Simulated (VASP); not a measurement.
# CaCu2S2 in VASP: notebook, part 2 of 2

VASP 6.6.1.

### 3 Single point, PBE

The input, INCAR:

```
SYSTEM = CaCu2S2
PREC = Accurate ; ENCUT = 520
EDIFF = 1E-7 ; ISMEAR = -5
SIGMA = 0.1 ; LREAL = .False.
LASPH = .True. ; NELM = 100
ALGO = Normal ; ISIF = 2
LWAVE = .False. ; LCHARG = .False.
GGA = PE ; NBANDS = 30
```

The input, KPOINTS:

```
Automatic mesh
0
Gamma
  5 5 3
  0 0 0
```

The input, POSCAR:

```
CaCu2S2
1.0
    3.9872360700      0.0000000000      0.0000000000
   -1.9936180300      3.4530476300      0.0000000000
    0.0000000000      0.0000000000      6.6012032600
Cu Ca S
2 1 2
Direct
    0.3333000000      0.6667000000      0.3764900000
    0.6667000000      0.3333000000      0.6235100000
    0.0000000000      0.0000000000      0.0000000000
    0.3333000000      0.6667000000      0.7463000000
    0.6667000000      0.3333000000      0.2537000000
```

Potentials or basis: VASP PAW PBE potentials, release 64 (Cu, Ca_sv, S).

Command:

```sh
$ cat potpaw_PBE.64/Cu/POTCAR potpaw_PBE.64/Ca_sv/POTCAR potpaw_PBE.64/S/POTCAR > POTCAR
$ mpirun -np 1 vasp_std > vasp.out
```

OUTCAR:

```text
SYSTEM = CaCu2S2
   PREC = Accurate
   ENCUT = 520
   EDIFF = 1E-7
   ISMEAR = -5
   LREAL = .False.
   LASPH = .True.
   NELM = 100
   ISIF = 2
   GGA = PE

 ion  position               nearest neighbor table
   1  0.333  0.667  0.376-   5 2.44   5 2.44   5 2.44   4 2.44
   2  0.667  0.333  0.624-   4 2.44   4 2.44   4 2.44   5 2.44
   3  0.000  0.000  0.000-   4 2.85   5 2.85   4 2.85   5 2.85   5 2.85   4 2.85
   4  0.333  0.667  0.746-   2 2.44   2 2.44   2 2.44   1 2.44   3 2.85   3 2.85   3 2.85
   5  0.667  0.333  0.254-   1 2.44   1 2.44   1 2.44   2 2.44   3 2.85   3 2.85   3 2.85

  LATTYP: Found a hexagonal cell.
 ALAT       =     3.9872360700
 C/A-ratio  =     1.6555837538

  Lattice vectors:

 A1 = (   3.9872360700,   0.0000000000,   0.0000000000)
 A2 = (  -1.9936180300,   3.4530476300,   0.0000000000)
 A3 = (   0.0000000000,   0.0000000000,   6.6012032600)

Analysis of symmetry for initial positions (statically):
=====================================================================
 Subroutine PRICEL returns:
 Original cell was already a primitive cell.

 Routine SETGRP: Setting up the symmetry group for a
 hexagonal supercell.

 Subroutine GETGRP returns: Found  4 space group operations
 (whereof  4 operations were pure point group operations)
 out of a pool of 24 trial point group operations.

The static configuration has the point symmetry C_2h.

Analysis of symmetry for dynamics (positions and initial velocities):
=====================================================================
 Subroutine PRICEL returns:
 Original cell was already a primitive cell.

 Routine SETGRP: Setting up the symmetry group for a
 hexagonal supercell.

 Subroutine GETGRP returns: Found  4 space group operations
 (whereof  4 operations were pure point group operations)
[... 126 lines left out ...]
   IALGO  =     38    algorithm
   IMIX   =      4    mixing-type and parameters
     AMIX     =   0.40;   BMIX     =  1.00
     AMIX_MAG =   1.60;   BMIX_MAG =  1.00
  volume/ion in A,a.u.               =      18.18       122.67
  Fermi-wavevector in a.u.,A,eV,Ry     =   1.285464  2.429174 22.482500  1.652417
  Thomas-Fermi vector in A             =   2.417597
   LORBIT       =      0    0 simple, 1 ext, 2 COOP (PROOUT), +10 PAW based schemes
   GGA     = PE    functional components
   LHFCALC =     F    Hartree Fock is set to
   AEXX    =    0.0000 exact exchange contribution
   IVDW    =     0    specifies the selected vdW correction
   LEPSILON=     F    determine dielectric tensor
   LRPA    =     F    only Hartree local field effects (RPA)
 non-spin polarized calculation
 Fermi weights with tetrahedron method with Bloechl corrections
  energy-cutoff  :      520.00
  volume of cell :       90.89
 maximum number of plane-waves:      2467
 NGX is ok and might be reduce to    30
   NGX = 15   NGY = 15   NGZ = 25

 number of electron      44.0000021 magnetization

 Free energy of the ion-electron system (eV)
  ---------------------------------------------------
  ext. energy  EPLUGINS =         0.00000000
  ---------------------------------------------------
  free energy    TOTEN  =       -22.27872757 eV

  energy without entropy =      -22.27872757  energy(sigma->0) =      -22.27872757

 E-fermi :   5.2164     XC(G=0): -10.2431

 val. band max:        5.1664503885   @ k =   0.0000   0.0000   0.0000
 cond. band min:       6.1255559434   @ k =   0.0000   0.0000   0.0000
 fundamental gap:      0.9591055549
 Fermi energy:         5.2163749548

 k-point     1 :       0.0000    0.0000    0.0000
  band No.  band energies     occupation
      1     -35.4764      2.00000
      2     -16.5655      2.00000
      3     -16.4735      2.00000
      4     -16.4735      2.00000
      5      -8.5400      2.00000
      6      -7.7173      2.00000
[... 781 lines left out ...]
     29      10.8345      0.00000
     30      11.0037      0.00000

------------------------ aborting loop because EDIFF is reached ----------------------------------------

  FORCE on cell =-STRESS in cart. coord.  units (eV):
  Direction    XX          YY          ZZ          XY          YZ          ZX
  --------------------------------------------------------------------------------------
  -------------------------------------------------------------------------------------
  Total       -1.6877911     -1.6874805     -1.6978514      0.0002689      0.0001469     -0.0002544
  in kB      -29.7530608    -29.7475852    -29.9304078      0.0047405      0.0025889     -0.0044844
  external PRESSURE =     -29.8103513 kB  Pullay stress =       0.0000000 kB

 VOLUME and BASIS-vectors are now :
 -----------------------------------------------------------------------------
  energy-cutoff  :      520.00
  volume of cell :       90.89
      direct lattice vectors                 reciprocal lattice vectors
     3.987236070  0.000000000  0.000000000     0.250800299  0.144799624  0.000000000
    -1.993618030  3.453047630  0.000000000     0.000000000  0.289599249  0.000000000
     0.000000000  0.000000000  6.601203260     0.000000000  0.000000000  0.151487534

 POSITION                                       TOTAL-FORCE (eV/Angst)
 -----------------------------------------------------------------------------------
     -0.00020      2.30215      2.48529         0.000596     -0.000344      0.028623
      1.99382      1.15090      4.11592        -0.000596      0.000344     -0.028623
      0.00000      0.00000      0.00000         0.000000      0.000000      0.000000
     -0.00020      2.30215      4.92648         0.001028     -0.000594     -0.301926
      1.99382      1.15090      1.67473        -0.001028      0.000594      0.301926
 -----------------------------------------------------------------------------------
    total drift:                               -0.000000      0.000000      0.000000

  FREE ENERGIE OF THE ION-ELECTRON SYSTEM (eV)
  ---------------------------------------------------
  free  energy   TOTEN  =       -22.2787275659 eV

  energy  without entropy=      -22.2787275659  energy(sigma->0) =      -22.27872757
```

stdout:

```text
POSCAR found type information on POSCAR CuCaS
 POSCAR found :  3 types and       5 ions
 scaLAPACK will be used
 LDA part: xc-table for (Slater+PW92), standard interpolation
 POSCAR, INCAR and KPOINTS ok, starting setup
 FFT: planning ... GRIDC
 FFT: planning ... GRID_SOFT
 FFT: planning ... GRID
 WAVECAR not read
 entering main loop
```

Run time: 1.9 min. Hardware: 1 thread of Intel Xeon 8259CL, shared host; peak memory 0.24 GiB.

Results:

- Free energy: -22.2787 eV
- Pressure: -3.0 GPa
- Largest force: 0.302 eV/Å
- Band gap on the k mesh: 0.96 eV

Forces on the atoms (eV/Å):
```
Cu   0.001  0.000  0.029
Cu  -0.001  0.000 -0.029
Ca   0.000  0.000  0.000
S    0.001 -0.001 -0.302
S   -0.001  0.001  0.302
```

### 4 Single point, PBE

The input, INCAR:

```
ALGO     = Normal         # electronic algorithm
EDIFF    = 1E-7           # SCF threshold, eV
ENCUT    = 520            # plane-wave cutoff, eV
GGA      = PE             # functional
ISIF     = 2              # what is computed and relaxed
ISMEAR   = -1             # smearing method
LASPH    = T              # aspherical terms in the spheres
LCHARG   = F              # write CHGCAR
LREAL    = F              # projectors in reciprocal space
LWAVE    = F              # write WAVECAR
NBANDS   = 30             # bands
NELM     = 60             # most SCF steps
PREC     = Accurate       # precision mode
SIGMA    = 0.1031         # smearing width, eV
```

The input, KPOINTS:

```
k-points
0
Gamma
  6 6 4
```

POSCAR is that of step 3.

Potentials or basis: VASP PAW PBE potentials, release 64 (Cu, Ca_sv, S).

Command:

```sh
$ cat potpaw_PBE.64/Cu/POTCAR potpaw_PBE.64/Ca_sv/POTCAR potpaw_PBE.64/S/POTCAR > POTCAR
$ mpirun -np 1 vasp_std > vasp.out
```

OUTCAR:

```text
EDIFF = 1E-7
   ENCUT = 520
   GGA = PE
   ISIF = 2
   ISMEAR = -1
   LASPH = T
   LREAL = F
   NELM = 60
   PREC = Accurate

 ion  position               nearest neighbor table
   1  0.333  0.667  0.376-   5 2.44   5 2.44   5 2.44   4 2.44
   2  0.667  0.333  0.624-   4 2.44   4 2.44   4 2.44   5 2.44
   3  0.000  0.000  0.000-   4 2.85   5 2.85   4 2.85   5 2.85   5 2.85   4 2.85
   4  0.333  0.667  0.746-   2 2.44   2 2.44   2 2.44   1 2.44   3 2.85   3 2.85   3 2.85
   5  0.667  0.333  0.254-   1 2.44   1 2.44   1 2.44   2 2.44   3 2.85   3 2.85   3 2.85

  LATTYP: Found a hexagonal cell.
 ALAT       =     3.9872360700
 C/A-ratio  =     1.6555837538

  Lattice vectors:

 A1 = (   3.9872360700,   0.0000000000,   0.0000000000)
 A2 = (  -1.9936180300,   3.4530476300,   0.0000000000)
 A3 = (   0.0000000000,   0.0000000000,   6.6012032600)

Analysis of symmetry for initial positions (statically):
=====================================================================
 Subroutine PRICEL returns:
 Original cell was already a primitive cell.

 Routine SETGRP: Setting up the symmetry group for a
 hexagonal supercell.

 Subroutine GETGRP returns: Found  4 space group operations
 (whereof  4 operations were pure point group operations)
 out of a pool of 24 trial point group operations.

The static configuration has the point symmetry C_2h.

Analysis of symmetry for dynamics (positions and initial velocities):
=====================================================================
 Subroutine PRICEL returns:
 Original cell was already a primitive cell.

 Routine SETGRP: Setting up the symmetry group for a
 hexagonal supercell.

 Subroutine GETGRP returns: Found  4 space group operations
 (whereof  4 operations were pure point group operations)
 out of a pool of 24 trial point group operations.

The dynamic configuration has the point symmetry C_2h.

 Subroutine INISYM returns: Found  4 space group operations
 (whereof  4 operations are pure point group operations),
[... 122 lines left out ...]
     AMIX_MAG =   1.60;   BMIX_MAG =  1.00
  volume/ion in A,a.u.               =      18.18       122.67
  Fermi-wavevector in a.u.,A,eV,Ry     =   1.285464  2.429174 22.482500  1.652417
  Thomas-Fermi vector in A             =   2.417597
   LORBIT       =      0    0 simple, 1 ext, 2 COOP (PROOUT), +10 PAW based schemes
   GGA     = PE    functional components
   LHFCALC =     F    Hartree Fock is set to
   AEXX    =    0.0000 exact exchange contribution
   IVDW    =     0    specifies the selected vdW correction
   LEPSILON=     F    determine dielectric tensor
   LRPA    =     F    only Hartree local field effects (RPA)
 non-spin polarized calculation
  energy-cutoff  :      520.00
  volume of cell :       90.89
 maximum number of plane-waves:      2472
 NGX is ok and might be reduce to    30
   NGX = 15   NGY = 15   NGZ = 25

 number of electron      44.0000021 magnetization

 Free energy of the ion-electron system (eV)
  ---------------------------------------------------
  ext. energy  EPLUGINS =         0.00000000
  ---------------------------------------------------
  free energy    TOTEN  =       -22.28458648 eV

  energy without entropy =      -22.28408662  energy(sigma->0) =      -22.28433655

 E-fermi :   5.7518     XC(G=0): -10.2437

 val. band max:        5.1647382191   @ k =   0.0000   0.0000   0.0000
 cond. band min:       6.1244879153   @ k =   0.0000   0.0000   0.0000
 fundamental gap:      0.9597496962
 Fermi energy:         5.7517831410

 k-point     1 :       0.0000    0.0000    0.0000
  band No.  band energies     occupation
      1     -35.4759      2.00000
      2     -16.5647      2.00000
      3     -16.4732      2.00000
      4     -16.4732      2.00000
      5      -8.5422      2.00000
      6      -7.7197      2.00000
[... 781 lines left out ...]
     29      10.1983      0.00000
     30      11.4053      0.00000

 [... further k-points ...]

------------------------ aborting loop because EDIFF is reached ----------------------------------------

  FORCE on cell =-STRESS in cart. coord.  units (eV):
  Direction    XX          YY          ZZ          XY          YZ          ZX
  --------------------------------------------------------------------------------------
  -------------------------------------------------------------------------------------
  Total       -1.6756327     -1.6753190     -1.6618949      0.0002716      0.0001393     -0.0002413
  in kB      -29.5387278    -29.5331982    -29.2965530      0.0047873      0.0024552     -0.0042531
  external PRESSURE =     -29.4561597 kB  Pullay stress =       0.0000000 kB

 VOLUME and BASIS-vectors are now :
 -----------------------------------------------------------------------------
  energy-cutoff  :      520.00
  volume of cell :       90.89
      direct lattice vectors                 reciprocal lattice vectors
     3.987236070  0.000000000  0.000000000     0.250800299  0.144799624  0.000000000
    -1.993618030  3.453047630  0.000000000     0.000000000  0.289599249  0.000000000
     0.000000000  0.000000000  6.601203260     0.000000000  0.000000000  0.151487534

 POSITION                                       TOTAL-FORCE (eV/Angst)
 -----------------------------------------------------------------------------------
     -0.00020      2.30215      2.48529         0.000597     -0.000345      0.025805
      1.99382      1.15090      4.11592        -0.000597      0.000345     -0.025805
      0.00000      0.00000      0.00000         0.000000      0.000000      0.000000
     -0.00020      2.30215      4.92648         0.001027     -0.000593     -0.306489
      1.99382      1.15090      1.67473        -0.001027      0.000593      0.306489
 -----------------------------------------------------------------------------------
    total drift:                               -0.000000      0.000000      0.000000

  FREE ENERGIE OF THE ION-ELECTRON SYSTEM (eV)
  ---------------------------------------------------
  free  energy   TOTEN  =       -22.2845864846 eV

  energy  without entropy=      -22.2840866191  energy(sigma->0) =      -22.28433655
```

stdout:

```text
POSCAR found type information on POSCAR CuCaS
 POSCAR found :  3 types and       5 ions
 scaLAPACK will be used
 LDA part: xc-table for (Slater+PW92), standard interpolation
 POSCAR, INCAR and KPOINTS ok, starting setup
 FFT: planning ... GRIDC
 FFT: planning ... GRID_SOFT
 FFT: planning ... GRID
 WAVECAR not read
 entering main loop
```

It took 4.2 min on 1 thread of Intel Xeon 8259CL, shared host; peak memory 0.28 GiB.

Results:

| Quantity | Value |
| --- | --- |
| Free energy | -22.2846 eV |
| Pressure | -2.9 GPa |
| Largest force | 0.306 eV/Å |
| Band gap on the k mesh | 0.96 eV |

Forces in eV/Å, atoms in the order of the input:
```
Cu   0.001  0.000  0.026
Cu  -0.001  0.000 -0.026
Ca   0.000  0.000  0.000
S    0.001 -0.001 -0.306
S   -0.001  0.001  0.306
```

Levels at points of the mesh, in eV from the valence-band top:
```csv
k point,band 19,band 20,band 21,band 22,band 23,band 24,band 25,band 26
"(0.00, 0.00, 0.00)",-0.59,-0.12,0.00,0.00,0.96,2.20,2.84,3.30
"(0.50, 0.00, 0.00)",-1.52,-1.48,-1.33,-0.57,2.04,3.19,3.94,4.96
"(0.50, 0.50, 0.00)",-1.52,-1.48,-1.33,-0.57,2.04,3.19,3.94,4.96
"(0.00, 0.00, 0.50)",-0.52,-0.52,-0.26,-0.26,1.94,2.28,3.35,3.35
"(0.50, 0.00, 0.50)",-1.51,-1.48,-0.71,-0.44,2.03,2.91,2.96,4.21
"(0.50, 0.50, 0.50)",-1.51,-1.48,-0.71,-0.44,2.03,2.91,2.96,4.21
```

Expect the measured gap to be larger: semilocal functionals such as PBE lack the derivative discontinuity.

### 5 The runs side by side

```tsv
k mesh	smearing	gap on the mesh (eV)	pressure (GPa)	largest force (eV/Å)
5 × 5 × 3	fermi-dirac 0.1031 eV	0.96	-3.0	0.30
5 × 5 × 3	tetrahedron	0.96	-3.0	0.30
6 × 6 × 4	fermi-dirac 0.1031 eV	0.96	-2.9	0.31
```

Alike in all rows: task single point; level PBE; potentials or basis VASP PAW PBE potentials, release 64 (Cu, Ca_sv, S); no spin polarisation; cell as given; cutoff (eV) 520.

Total energies depend on the potentials used, so only differences within one code and one set of settings carry meaning.
